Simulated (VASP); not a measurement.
Input of a VASP 6.6.1 run:

INCAR

```
SYSTEM = As
ALGO = Normal
EDIFF = 1E-7
ENCUT = 520
GGA = PS
ISIF = 2
ISMEAR = -1
LASPH = .TRUE.
LCHARG = .FALSE.
LREAL = .FALSE.
LWAVE = .FALSE.
NBANDS = 8
NELM = 80
PREC = Accurate
SIGMA = 0.05
```

Contents of KPOINTS:

```
k-points
0
G
  10 10 10
  0 0 0
```

Contents of POSCAR:

```
As
1.0
    2.7100410000     -0.0173790000     -0.0118580000
   -0.0173790000      2.7297000000      0.0332640000
   -0.0118580000      0.0332640000      2.6721930000
As
1
Direct
    0.4843510000      0.5055250000      0.4963750000
```

Potentials or basis: VASP PAW PBE potentials, release 64 (As).

Run with:

```bash
$ cat potpaw_PBE.64/As/POTCAR > POTCAR
$ mpirun -np 1 vasp_std > vasp.out
```

Question: Predict the pressure.

Answer: -1.2 GPa.

Stress tensor (GPa, compression positive):
```
-1.59  0.28  0.41
 0.28 -2.94 -0.83
 0.41 -0.83  0.88
```

Caveat: the cell differs from its parent crystal (the cell strained at random); the PAW data sets were made with another functional, which shifts forces and pressure a little.
